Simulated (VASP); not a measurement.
# SnSe in VASP: a series of runs, part 2 of 3

VASP 6.6.1.

## (4) Single point, r2SCAN (atom 3 (Se) moved -0.360 Å towards its neighbour atom 2 (Sn) at 3.033 Å)

POSCAR

```
SnSe
1.0
    4.2853274191      0.0000000000      0.0000000000
    0.0000000000      4.2853274191      0.0000000000
    0.0000000000      0.0000000000     10.9906921300
Sn Se
2 2
Direct
    0.5000000000      0.0000000000      0.3722291100
    0.0000000000      0.5000000000      0.6277708900
    0.5593486291      0.0593486291      0.6146470050
    0.0000000000      0.5000000000      0.3839605100
```

INCAR.step1

```
  PREC = Accurate
  ENCUT = 520
  ISMEAR = 0
  SIGMA = 0.05
  LREAL = F
  LASPH = T
  NELM = 100
  NBANDS = 28
  GGA = PE
  ALGO = Normal
  EDIFF = 1E-4
  LWAVE = T
  LCHARG = F
```

INCAR.step2

```
  PREC = Accurate
  ENCUT = 520
  EDIFF = 1E-6
  ISMEAR = 0
  SIGMA = 0.05
  LREAL = F
  LASPH = T
  NELM = 100
  ALGO = Normal
  ISIF = 2
  LWAVE = F
  LCHARG = F
  METAGGA = R2SCAN
  LMIXTAU = T
  NBANDS = 28
  ISTART = 1
```

KPOINTS

```
Automatic mesh
0
Gamma
  6 6 4
```

Potentials or basis: VASP PAW PBE potentials, release 64 (Sn_d, Se).

The run is started by

```console
$ cat potpaw_PBE.64/Sn_d/POTCAR potpaw_PBE.64/Se/POTCAR > POTCAR
$ cp INCAR.step1 INCAR
$ mpirun -np 1 vasp_std > vasp.out
$ cp INCAR.step2 INCAR
$ mpirun -np 1 vasp_std > vasp.out
```

OUTCAR:

```text
PREC = Accurate
   ENCUT = 520
   EDIFF = 1E-6
   ISMEAR = 0
   LREAL = F
   LASPH = T
   NELM = 100
   ISIF = 2
   METAGGA = R2SCAN
   ISTART = 1

 ion  position               nearest neighbor table
   1  0.500  0.000  0.372-   3 2.69   4 3.03   4 3.03   4 3.03   4 3.03
   2  0.000  0.500  0.628-   3 2.67   4 2.68   3 3.05   3 3.05
   3  0.559  0.059  0.615-   2 2.67   1 2.69   2 3.05   2 3.05
   4  0.000  0.500  0.384-   2 2.68   1 3.03   1 3.03   1 3.03   1 3.03

  LATTYP: Found a simple tetragonal cell.
 ALAT       =     4.2853274191
 C/A-ratio  =     2.5647263453

  Lattice vectors:

 A1 = (   4.2853274191,   0.0000000000,   0.0000000000)
 A2 = (   0.0000000000,   4.2853274191,   0.0000000000)
 A3 = (   0.0000000000,   0.0000000000,  10.9906921300)

Analysis of symmetry for initial positions (statically):
=====================================================================
 Subroutine PRICEL returns:
 Original cell was already a primitive cell.

 Routine SETGRP: Setting up the symmetry group for a
 simple tetragonal supercell.

 Subroutine GETGRP returns: Found  2 space group operations
 (whereof  1 operations were pure point group operations)
 out of a pool of 16 trial point group operations.

The static configuration has the point symmetry C_1 .
 The point group associated with its full space group is C_1h.

Analysis of symmetry for dynamics (positions and initial velocities):
=====================================================================
 Subroutine PRICEL returns:
 Original cell was already a primitive cell.

 Routine SETGRP: Setting up the symmetry group for a
 simple tetragonal supercell.

 Subroutine GETGRP returns: Found  2 space group operations
 (whereof  1 operations were pure point group operations)
 out of a pool of 16 trial point group operations.

The dynamic configuration has the point symmetry C_1 .
 The point group associated with its full space group is C_1h.

 Subroutine INISYM returns: Found  2 space group operations
 (whereof  1 operations are pure point group operations),
 and found     1 'primitive' translations

----------------------------------------------------------------------------------------

                                     Primitive cell

  volume of cell :     201.8334

  direct lattice vectors                    reciprocal lattice vectors
     4.285327419  0.000000000  0.000000000     0.233354398  0.000000000  0.000000000
     0.000000000  4.285327419  0.000000000     0.000000000  0.233354398  0.000000000
     0.000000000  0.000000000 10.990692130     0.000000000  0.000000000  0.090986081

  length of vectors
     4.285327419  4.285327419 10.990692130     0.233354398  0.233354398  0.090986081

  position of ions in fractional coordinates (direct lattice)
     0.500000000  0.000000000  0.372229110
     0.000000000  0.500000000  0.627770890
     0.559348629  0.059348629  0.614647005
     0.000000000  0.500000000  0.383960510

  ion indices of the primitive-cell ions
   primitive index   ion index
                 1           1
                 2           2
[... 21 lines left out ...]
  Shift w.r.t. Gamma in fractional coordinates (k-lattice)
     0.000000000  0.000000000  0.000000000

 Subroutine IBZKPT returns following result:
 ===========================================

 Found     47 irreducible k-points:

 Following reciprocal coordinates:
            Coordinates               Weight
  0.000000  0.000000  0.000000      1.000000
  0.166667  0.000000  0.000000      4.000000
  0.333333  0.000000  0.000000      4.000000
  0.500000  0.000000  0.000000      2.000000
  0.166667  0.166667  0.000000      2.000000
 -0.166667  0.166667  0.000000      2.000000
[... 16 lines left out ...]
  0.333333  0.166667  0.250000      4.000000
 -0.166667  0.333333  0.250000      4.000000
 [... further k-points ...]
   k-points           NKPTS =     47   k-points in BZ     NKDIM =     47   number of bands    NBANDS=     28
   number of dos      NEDOS =    301   number of ions     NIONS =      4
   total plane-waves  NPLWV =  86016
   dimension x,y,z NGX =    32 NGY =   32 NGZ =   84
   dimension x,y,z NGXF=    64 NGYF=   64 NGZF=  168
   ions per type =               2   2
   NGX,Y,Z   is equivalent  to a cutoff of  12.41, 12.41, 12.71 a.u.
   NGXF,Y,Z  is equivalent  to a cutoff of  24.83, 24.83, 25.41 a.u.
 SYSTEM =  unknown system
   PREC   = accura    normal or accurate (medium, high low for compatibility)
   ISTART =      1    job   : 0-new  1-cont  2-samecut
   ICHARG =      0    charge: 1-file 2-atom 10-const
   ISPIN  =      1    spin polarized calculation?
   LNONCOLLINEAR =      F non collinear calculations
   LSORBIT =      F    spin-orbit coupling
   LASPH  =      T    aspherical Exc in radial PAW
   ENCUT  =  520.0 eV  38.22 Ry    6.18 a.u.   7.97  7.97 20.44*2*pi/ulx,y,z
   NELM   =    100;   NELMIN=  2; NELMDL=  0     # of ELM steps
   EDIFF  = 0.1E-05   stopping-criterion for ELM
   LREAL  =      F    real-space projection
   EDIFFG = 0.1E-04   stopping-criterion for IOM
   NSW    =      0    number of steps for IOM
   IBRION =     -1    ionic relax: 0-MD 1-quasi-New 2-CG
   NFREE  =      0    steps in history (QN), initial steepest desc. (CG)
   ISIF   =      2    stress and relaxation
   ISYM   =      2    0-nonsym 1-usesym 2-fastsym
   POTIM  = 0.5000    time-step for ionic-motion
   TEBEG  =    0.0;   TEEND  =   0.0 temperature during run
   PSTRESS=    0.0 pullay stress
   NELECT =      40.0000    total number of electrons
   NUPDOWN=      -1.0000    fix difference up-down
   EMIN   =  10.00;   EMAX   =-10.00  energy-range for DOS
   EFERMI =   0.00;   METHOD = LEGACY
   ISMEAR =     0;   SIGMA  =   0.05  broadening in eV -4-tet -1-fermi 0-gaus
   EFERMI_NEDOS =   21; number of points for ismear=-14 and -15
   IALGO  =     38    algorithm
   IMIX   =      4    mixing-type and parameters
     AMIX     =   0.40;   BMIX     =  1.00
     AMIX_MAG =   1.60;   BMIX_MAG =  1.00
  volume/ion in A,a.u.               =      50.46       340.51
  Fermi-wavevector in a.u.,A,eV,Ry     =   0.954473  1.803693 12.395171  0.911019
  Thomas-Fermi vector in A             =   2.083223
   LORBIT       =      0    0 simple, 1 ext, 2 COOP (PROOUT), +10 PAW based schemes
   METAGGA = R2SCAN    functional components
   LHFCALC =     F    Hartree Fock is set to
   AEXX    =    0.0000 exact exchange contribution
   IVDW    =     0    specifies the selected vdW correction
   LEPSILON=     F    determine dielectric tensor
   LRPA    =     F    only Hartree local field effects (RPA)
 non-spin polarized calculation
 Gauss-broadening in eV      SIGMA  =   0.05
  energy-cutoff  :      520.00
  volume of cell :      201.83
 maximum number of plane-waves:      5480
   NGX = 15   NGY = 15   NGZ = 41

 number of electron      40.0000021 magnetization

 Free energy of the ion-electron system (eV)
  ---------------------------------------------------
  ext. energy  EPLUGINS =         0.00000000
  ---------------------------------------------------
  free energy    TOTEN  =       -79.46058536 eV

  energy without entropy =      -79.46058536  energy(sigma->0) =      -79.46058536

 E-fermi :   0.6410     XC(G=0):  -6.1985

 val. band max:        0.4061874414   @ k =   0.5000   0.0000   0.0000
 cond. band min:       2.0612971354   @ k =   0.5000   0.0000   0.0000
 fundamental gap:      1.6551096940
 Fermi energy:         0.6410049450

 k-point     1 :       0.0000    0.0000    0.0000
  band No.  band energies     occupation
      1     -21.3502      2.00000
      2     -21.3449      2.00000
      3     -21.3227      2.00000
      4     -21.2909      2.00000
      5     -21.2903      2.00000
      6     -21.2565      2.00000
[... 733 lines left out ...]
     27       6.2971      0.00000
     28       6.9123      0.00000

 [... further k-points ...]

------------------------ aborting loop because EDIFF is reached ----------------------------------------

  FORCE on cell =-STRESS in cart. coord.  units (eV):
  Direction    XX          YY          ZZ          XY          YZ          ZX
  --------------------------------------------------------------------------------------
  -------------------------------------------------------------------------------------
  Total        0.9672174      0.9672174      0.5986845      0.8830515     -0.7761544     -0.7761627
  in kB        7.6778855      7.6778855      4.7524276      7.0097667     -6.1612050     -6.1612710
  external PRESSURE =       6.7027329 kB  Pullay stress =       0.0000000 kB

 VOLUME and BASIS-vectors are now :
 -----------------------------------------------------------------------------
  energy-cutoff  :      520.00
  volume of cell :      201.83
      direct lattice vectors                 reciprocal lattice vectors
     4.285327419  0.000000000  0.000000000     0.233354398  0.000000000  0.000000000
     0.000000000  4.285327419  0.000000000     0.000000000  0.233354398  0.000000000
     0.000000000  0.000000000 10.990692130     0.000000000  0.000000000  0.090986081

 POSITION                                       TOTAL-FORCE (eV/Angst)
 -----------------------------------------------------------------------------------
      2.14266      0.00000      4.09106        -0.048509     -0.048509     -0.119812
      0.00000      2.14266      6.89964         0.283042      0.283042      0.103892
      2.39699      0.25433      6.75540        -0.607479     -0.607479      0.136377
      0.00000      2.14266      4.21999         0.372945      0.372945     -0.120456
 -----------------------------------------------------------------------------------
    total drift:                                0.000372      0.000372     -0.000126

  FREE ENERGIE OF THE ION-ELECTRON SYSTEM (eV)
  ---------------------------------------------------
  free  energy   TOTEN  =       -79.4605853622 eV

  energy  without entropy=      -79.4605853622  energy(sigma->0) =      -79.46058536
```

Wall time 12 min (1 thread of Intel Xeon Platinum 8259CL at 2.50GHz (Skylake/Cascade Lake), shared host); peak memory 0.47 GiB.

Results:

- Free energy: -79.4606 eV
- Largest force: 0.870 eV/Å
- Band gap on the k mesh: 1.66 eV

Forces in eV/Å, atoms in the order of the input:
```
Sn  -0.049 -0.049 -0.120
Sn   0.283  0.283  0.104
Se  -0.607 -0.607  0.136
Se   0.373  0.373 -0.120
```

Caveat: the cell differs from its parent crystal (atom 3 (Se) moved -0.360 Å towards its neighbour atom 2 (Sn) at 3.033 Å); the PAW data sets were made with another functional, which shifts forces and pressure a little; spin-orbit coupling is left out, which moves the levels of the heavy elements.

(Continued in part 3 of 3.)
